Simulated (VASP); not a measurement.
# NbTe (Pm-3m) in VASP: further runs

NbTe is run at these levels: PBE, PBE-based screened hybrid with 25 % exact exchange; tasks: single point, relaxation of cell and atoms.

Program: VASP 6.6.1. These are calculated values, not measurements. Logs are shortened: lines on timing, memory, paths and dates and some standing lists are left out, and cuts for length are marked.

### Step 1. The cell of the first run

It takes space group Pm-3m (No. 221, cubic). The conventional cell has a = 3.426 Å, b = 3.426 Å, c = 3.426 Å, α = 90.00°, β = 90.00°, γ = 90.00°. Within 3.9 Å of Nb (site symmetry m-3m) lie 8 Te at 2.97 Å and 6 Nb at 3.43 Å. Te (site symmetry m-3m) has 8 Nb at 2.97 Å and 6 Te at 3.43 Å within 3.9 Å.

### Step 2. Single point, PBE

Contents of INCAR:

```
PREC = Accurate
ENCUT = 500
EDIFF = 1E-6
ISMEAR = -1
SIGMA = 0.03
LREAL = False
LASPH = True
NELM = 120
ALGO = Normal
ISIF = 2
LWAVE = False
LCHARG = False
GGA = PE
NBANDS = 16
GGA_COMPAT = False
```

Contents of KPOINTS:

```
Automatic mesh
0
Gamma
  5 5 5
```

Contents of POSCAR:

```
NbTe
1.0
    3.4257000000      0.0000000000      0.0000000000
    0.0000000000      3.4257000000      0.0000000000
    0.0000000000      0.0000000000      3.4257000000
Nb Te
1 1
Direct
    0.5000000000      0.5000000000      0.5000000000
    0.0000000000      0.0000000000      0.0000000000
```

Potentials or basis: VASP PAW PBE potentials, release 64 (Nb_sv, Te).

Run with:

```
> cat potpaw_PBE.64/Nb_sv/POTCAR potpaw_PBE.64/Te/POTCAR > POTCAR
> mpirun -np 1 vasp_std > vasp.out
```

OUTCAR:

```text
PREC = Accurate
   ENCUT = 500
   EDIFF = 1E-6
   ISMEAR = -1
   LREAL = False
   LASPH = True
   NELM = 120
   ISIF = 2
   GGA = PE

 ion  position               nearest neighbor table
   1  0.500  0.500  0.500-   2 2.97   2 2.97   2 2.97   2 2.97   2 2.97   2 2.97   2 2.97   2 2.97

   2  0.000  0.000  0.000-   1 2.97   1 2.97   1 2.97   1 2.97   1 2.97   1 2.97   1 2.97   1 2.97

  LATTYP: Found a simple cubic cell.
 ALAT       =     3.4257000000

  Lattice vectors:

 A1 = (   3.4257000000,   0.0000000000,   0.0000000000)
 A2 = (   0.0000000000,   3.4257000000,   0.0000000000)
 A3 = (   0.0000000000,   0.0000000000,   3.4257000000)

Analysis of symmetry for initial positions (statically):
=====================================================================
 Subroutine PRICEL returns:
 Original cell was already a primitive cell.

 Routine SETGRP: Setting up the symmetry group for a
 simple cubic supercell.

 Subroutine GETGRP returns: Found 48 space group operations
 (whereof 48 operations were pure point group operations)
 out of a pool of 48 trial point group operations.

The static configuration has the point symmetry O_h .

Analysis of symmetry for dynamics (positions and initial velocities):
=====================================================================
 Subroutine PRICEL returns:
 Original cell was already a primitive cell.

 Routine SETGRP: Setting up the symmetry group for a
 simple cubic supercell.

 Subroutine GETGRP returns: Found 48 space group operations
 (whereof 48 operations were pure point group operations)
 out of a pool of 48 trial point group operations.

The dynamic configuration has the point symmetry O_h .

 Subroutine INISYM returns: Found 48 space group operations
 (whereof 48 operations are pure point group operations),
 and found     1 'primitive' translations

----------------------------------------------------------------------------------------

                                     Primitive cell

  volume of cell :      40.2020

  direct lattice vectors                    reciprocal lattice vectors
     3.425700000  0.000000000  0.000000000     0.291911142  0.000000000  0.000000000
     0.000000000  3.425700000  0.000000000     0.000000000  0.291911142  0.000000000
     0.000000000  0.000000000  3.425700000     0.000000000  0.000000000  0.291911142

  length of vectors
     3.425700000  3.425700000  3.425700000     0.291911142  0.291911142  0.291911142

  position of ions in fractional coordinates (direct lattice)
[... 64 lines left out ...]
   EDIFF  = 0.1E-05   stopping-criterion for ELM
   LREAL  =      F    real-space projection
   EDIFFG = 0.1E-04   stopping-criterion for IOM
   NSW    =      0    number of steps for IOM
   IBRION =     -1    ionic relax: 0-MD 1-quasi-New 2-CG
   NFREE  =      0    steps in history (QN), initial steepest desc. (CG)
   ISIF   =      2    stress and relaxation
   ISYM   =      2    0-nonsym 1-usesym 2-fastsym
   POTIM  = 0.5000    time-step for ionic-motion
   TEBEG  =    0.0;   TEEND  =   0.0 temperature during run
   PSTRESS=    0.0 pullay stress
   NELECT =      19.0000    total number of electrons
   NUPDOWN=      -1.0000    fix difference up-down
   EMIN   =  10.00;   EMAX   =-10.00  energy-range for DOS
   EFERMI =   0.00;   METHOD = LEGACY
   ISMEAR =    -1;   SIGMA  =   0.03  broadening in eV -4-tet -1-fermi 0-gaus
   EFERMI_NEDOS =   21; number of points for ismear=-14 and -15
   IALGO  =     38    algorithm
   IMIX   =      4    mixing-type and parameters
     AMIX     =   0.40;   BMIX     =  1.00
     AMIX_MAG =   1.60;   BMIX_MAG =  1.00
  volume/ion in A,a.u.               =      20.10       135.65
  Fermi-wavevector in a.u.,A,eV,Ry     =   1.275195  2.409770 22.124747  1.626123
  Thomas-Fermi vector in A             =   2.407921
   LORBIT       =      0    0 simple, 1 ext, 2 COOP (PROOUT), +10 PAW based schemes
   GGA     = PE    functional components
   LHFCALC =     F    Hartree Fock is set to
   AEXX    =    0.0000 exact exchange contribution
   IVDW    =     0    specifies the selected vdW correction
   LEPSILON=     F    determine dielectric tensor
   LRPA    =     F    only Hartree local field effects (RPA)
 non-spin polarized calculation
  energy-cutoff  :      500.00
  volume of cell :       40.20
 maximum number of plane-waves:      1029
 NGX is ok and might be reduce to    28
   NGX = 13   NGY = 13   NGZ = 13

 number of electron      18.9999999 magnetization

 Free energy of the ion-electron system (eV)
  ---------------------------------------------------
  ext. energy  EPLUGINS =         0.00000000
  ---------------------------------------------------
  free energy    TOTEN  =       -13.52988001 eV

  energy without entropy =      -13.51430170  energy(sigma->0) =      -13.52209085

 E-fermi :  12.1784     XC(G=0): -11.8085

 val. band max:       11.8381435987   @ k =   0.4000   0.2000   0.2000
 cond. band min:      12.1893959659   @ k =   0.4000   0.4000   0.2000
 fundamental gap:      0.3512523673
 Fermi energy:        12.1783519631

 k-point     1 :       0.0000    0.0000    0.0000
  band No.  band energies     occupation
      1     -43.1992      2.00000
      2     -19.2116      2.00000
      3     -19.2116      2.00000
      4     -19.2116      2.00000
      5      -2.3079      2.00000
      6       9.4127      2.00000
[... 167 lines left out ...]
      3     -19.3339      2.00000
      4     -19.3339      2.00000
      5       1.0674      2.00000
      6       5.9468      2.00000
[... 8 lines left out ...]
     15      17.5751      0.00000
     16      17.5751      0.00000

------------------------ aborting loop because EDIFF is reached ----------------------------------------

  FORCE on cell =-STRESS in cart. coord.  units (eV):
  Direction    XX          YY          ZZ          XY          YZ          ZX
  --------------------------------------------------------------------------------------
  -------------------------------------------------------------------------------------
  Total       -0.0579294     -0.0579294     -0.0579294      0.0000000      0.0000000     -0.0000000
  in kB       -2.3086674     -2.3086674     -2.3086674      0.0000000      0.0000000     -0.0000000
  external PRESSURE =      -2.3086674 kB  Pullay stress =       0.0000000 kB

 VOLUME and BASIS-vectors are now :
 -----------------------------------------------------------------------------
  energy-cutoff  :      500.00
  volume of cell :       40.20
      direct lattice vectors                 reciprocal lattice vectors
     3.425700000  0.000000000  0.000000000     0.291911142  0.000000000  0.000000000
     0.000000000  3.425700000  0.000000000     0.000000000  0.291911142  0.000000000
     0.000000000  0.000000000  3.425700000     0.000000000  0.000000000  0.291911142

 POSITION                                       TOTAL-FORCE (eV/Angst)
 -----------------------------------------------------------------------------------
      1.71285      1.71285      1.71285         0.000000      0.000000      0.000000
      0.00000      0.00000      0.00000         0.000000      0.000000      0.000000
 -----------------------------------------------------------------------------------
    total drift:                                0.000000      0.000000      0.000000

  FREE ENERGIE OF THE ION-ELECTRON SYSTEM (eV)
  ---------------------------------------------------
  free  energy   TOTEN  =       -13.5298800062 eV

  energy  without entropy=      -13.5143017020  energy(sigma->0) =      -13.52209085
```

stdout:

```text
POSCAR found type information on POSCAR NbTe
 POSCAR found :  2 types and       2 ions
 scaLAPACK will be used
 LDA part: xc-table for (Slater+PW92), standard interpolation
 POSCAR, INCAR and KPOINTS ok, starting setup
 FFT: planning ... GRIDC
 FFT: planning ... GRID_SOFT
 FFT: planning ... GRID
 WAVECAR not read
 entering main loop
```

Wall time 16 s (1 thread of AMD EPYC, shared host); peak memory 0.12 GiB.

What came out:

```
Free energy            : -13.5299 eV
Pressure               : -0.2 GPa
Band gap on the k mesh : zero (an odd number of electrons rules out a gap without spin polarisation)
```

Levels at points of the mesh, in eV from the Fermi level:
```
           k point  band 7  band 8  band 9  band 10  band 11  band 12
(0.00, 0.00, 0.00)   -2.77   -1.31   -1.31    -1.31     0.95     0.95
```

Caveat: the k points lie up to 0.37 Å⁻¹ apart, too coarse for converged energies and pressures of a metal; spin-orbit coupling is left out, which moves the levels of the heavy elements.

### Step 3. Single point, PBE-based screened hybrid with 25 % exact exchange

This run uses another cell than the first one, of 19.51 Å³/atom.

Contents of POSCAR:

```
NbTe
1.0
    3.3916008347      0.0000000000      0.0000000000
    0.0000000000      3.3916008347      0.0000000000
    0.0000000000      0.0000000000      3.3916008347
Nb Te
1 1
Direct
    0.5000000000      0.5000000000      0.5000000000
    0.0000000000      0.0000000000      0.0000000000
```

Contents of INCAR.step1:

```
SYSTEM = NbTe
PREC = Accurate
ENCUT = 520
EDIFF = 1E-5
ISMEAR = -1
SIGMA = 0.05
LREAL = .FALSE.
LASPH = .TRUE.
NELM = 60
ALGO = Normal
ISIF = 2
LWAVE = .TRUE.
LCHARG = .FALSE.
GGA = PE
NBANDS = 16
```

Contents of INCAR.step2:

```
SYSTEM = NbTe
PREC = Accurate
ENCUT = 520
EDIFF = 1E-6
ISMEAR = -1
SIGMA = 0.05
LREAL = .FALSE.
LASPH = .TRUE.
NELM = 60
ALGO = Normal
ISIF = 2
LWAVE = .FALSE.
LCHARG = .FALSE.
GGA = PE
LHFCALC = .TRUE.
AEXX = 0.25
HFSCREEN = 0.3
PRECFOCK = Normal
ISTART = 1
NBANDS = 16
```

Contents of KPOINTS:

```
Automatic mesh
0
G
  4 4 4
  0 0 0
```

Potentials or basis: VASP PAW PBE potentials, release 64 (Nb_sv, Te).

Run with:

```
> cat potpaw_PBE.64/Nb_sv/POTCAR potpaw_PBE.64/Te/POTCAR > POTCAR
> cp INCAR.step1 INCAR
> mpirun -np 1 vasp_std > vasp.out
> cp INCAR.step2 INCAR
> mpirun -np 1 vasp_std > vasp.out
```

It took 6.9 min on 1 thread of Intel Xeon Platinum 8259CL at 2.50GHz (Skylake/Cascade Lake), shared host; peak memory 0.27 GiB.

The run converged. Its results:

```yaml
Free_energy: -15.6871 eV
Pressure: -0.5 GPa
Band_gap_on_the_k_mesh: zero (an odd number of electrons rules out a gap without spin polarisation)
```

Levels at points of the mesh, in eV from the Fermi level:
| k point | band 6 | band 7 | band 8 | band 9 | band 10 | band 11 | band 12 | band 13 |
| --- | --- | --- | --- | --- | --- | --- | --- | --- |
| (0.00, 0.00, 0.00) | -3.65 | -3.65 | -1.86 | -1.86 | -1.86 | 1.05 | 1.05 | 1.05 |
| (0.50, 0.00, 0.00) | -9.35 | -3.61 | -3.61 | -2.82 | 1.26 | 2.21 | 4.37 | 5.24 |
| (0.50, 0.50, 0.00) | -6.75 | -6.75 | -3.54 | -0.66 | -0.66 | 0.24 | 1.27 | 2.47 |
| (0.50, 0.50, 0.50) | -7.74 | -7.74 | -7.74 | 1.73 | 1.73 | 1.73 | 2.57 | 2.57 |

Caveat: the k points lie up to 0.46 Å⁻¹ apart, too coarse for converged energies and pressures of a metal; the PAW data sets were made with another functional, which shifts forces and pressure a little; spin-orbit coupling is left out, which moves the levels of the heavy elements.

### Step 4. Relaxation of cell and atoms, PBE-based screened hybrid with 25 % exact exchange

Contents of POSCAR:

```
NbTe
1.0
    3.4257000000      0.0000000000      0.0000000000
    0.0000000000      3.4257000000      0.0000000000
    0.0000000000      0.0000000000      3.4257000000
Nb Te
1 1
Direct
    0.5000000000      0.5000000000      0.5000000000
    0.0000000000      0.0000000000      0.0000000000
```

Contents of INCAR.step1:

```
SYSTEM = NbTe
PREC = Accurate ; ENCUT = 600
EDIFF = 1E-5 ; ISMEAR = -1
SIGMA = 0.05 ; LREAL = .FALSE.
LASPH = .TRUE. ; NELM = 100
ALGO = Normal ; LWAVE = .TRUE.
LCHARG = .FALSE. ; GGA = PE
NBANDS = 16
```

Contents of INCAR.step2:

```
SYSTEM = NbTe
PREC = Accurate ; ENCUT = 600
EDIFF = 1E-6 ; ISMEAR = -1
SIGMA = 0.05 ; LREAL = .FALSE.
LASPH = .TRUE. ; NELM = 100
ALGO = Normal ; ISIF = 3
LWAVE = .FALSE. ; LCHARG = .FALSE.
GGA = PE ; LHFCALC = .TRUE.
AEXX = 0.25 ; HFSCREEN = 0.3
PRECFOCK = Normal ; IBRION = 2
NSW = 60 ; EDIFFG = -0.01
ISTART = 1
```

KPOINTS is that of step 3.

Run with:

```
> cat potpaw_PBE.64/Nb_sv/POTCAR potpaw_PBE.64/Te/POTCAR > POTCAR
> cp INCAR.step1 INCAR
> mpirun -np 1 vasp_std > vasp.out
> cp INCAR.step2 INCAR
> mpirun -np 1 vasp_std > vasp.out
```

It took 39 min on 1 thread of Intel Xeon Platinum 8259CL at 2.50GHz (Skylake/Cascade Lake), shared host; peak memory 0.29 GiB.

Results (log left out):

| Quantity | Value |
| --- | --- |
| Free energy | -15.6875 eV |
| Relaxed volume | 19.45 Å³/atom |
| Relaxed cell | a = 3.388 Å, b = 3.388 Å, c = 3.388 Å, α = 90.00°, β = 90.00°, γ = 90.00° |
| Space group after relaxing (to 0.1 Å) | Pm-3m (No. 221) |
| Energy gained by relaxing | 10.0 meV/atom |
| Ionic steps | 3 |
| Pressure after relaxing | 0.0 GPa |
| Band gap on the k mesh | zero (an odd number of electrons rules out a gap without spin polarisation) |

Step by step:
| step | energy change (eV) | largest force (eV/Å) | pressure (GPa) | volume (Å³) |
| --- | --- | --- | --- | --- |
| 1 | 0.0000 | 0.0000 | -4.63 | 40.20 |
| 2 | 0.0307 | 0.0000 | 8.71 | 36.92 |
| 3 | -0.0199 | 0.0000 | -0.03 | 38.89 |

Final structure:
```cif
data_structure
_symmetry_space_group_name_H-M 'P 1'
_symmetry_Int_Tables_number 1
_cell_length_a 3.3880
_cell_length_b 3.3880
_cell_length_c 3.3880
_cell_angle_alpha 90.000
_cell_angle_beta 90.000
_cell_angle_gamma 90.000
_cell_volume 38.89
loop_
_atom_site_label
_atom_site_type_symbol
_atom_site_fract_x
_atom_site_fract_y
_atom_site_fract_z
_atom_site_occupancy
Nb1 Nb 0.50000 0.50000 0.50000 1
Te1 Te 0.00000 0.00000 0.00000 1
```

Levels at points of the mesh, in eV from the Fermi level:
```tsv
k point	band 6	band 7	band 8	band 9	band 10	band 11	band 12	band 13
(0.00, 0.00, 0.00)	-3.66	-3.66	-1.86	-1.86	-1.86	1.06	1.06	1.06
(0.50, 0.00, 0.00)	-9.37	-3.62	-3.62	-2.83	1.26	2.22	4.36	5.27
(0.50, 0.50, 0.00)	-6.76	-6.76	-3.55	-0.66	-0.66	0.25	1.29	2.48
(0.50, 0.50, 0.50)	-7.76	-7.76	-7.76	1.74	1.74	1.74	2.58	2.58
```

Caveat: the k points lie up to 0.46 Å⁻¹ apart in the final cell, too coarse for converged energies and pressures of a metal; the PAW data sets were made with another functional, which shifts forces and pressure a little; spin-orbit coupling is left out, which moves the levels of the heavy elements.

### Step 5. Summary

```csv
task,level,cell,k mesh,cutoff (eV),smearing,grid for exact exchange (PRECFOCK),share of exact exchange,screening parameter,gap on the mesh (eV),pressure (GPa)
single point,PBE,"a = 3.426 Å, 2 atoms",5 × 5 × 5,500,fermi-dirac 0.03 eV,-,-,-,none,-0.2
single point,PBE-based screened hybrid with 25 % exact exchange,"a = 3.392 Å, 2 atoms",4 × 4 × 4,520,fermi-dirac 0.05 eV,Normal,0.25,0.3 1/Å,none,-0.5
relaxation of cell and atoms,PBE-based screened hybrid with 25 % exact exchange,"relaxed from a = 3.426 Å, 2 atoms",4 × 4 × 4,600,fermi-dirac 0.05 eV,Normal,0.25,0.3 1/Å,none,0.0
```

Alike in all rows: potentials or basis VASP PAW PBE potentials, release 64 (Nb_sv, Te); no spin polarisation.

Caveats: all runs use coarse meshes; spin-orbit coupling is left out, which moves the levels of the heavy elements; the PAW data sets were made with another functional, which shifts forces and pressure a little (at least some runs).

Total energies depend on the potentials used, so only differences within one code and one set of settings carry meaning.
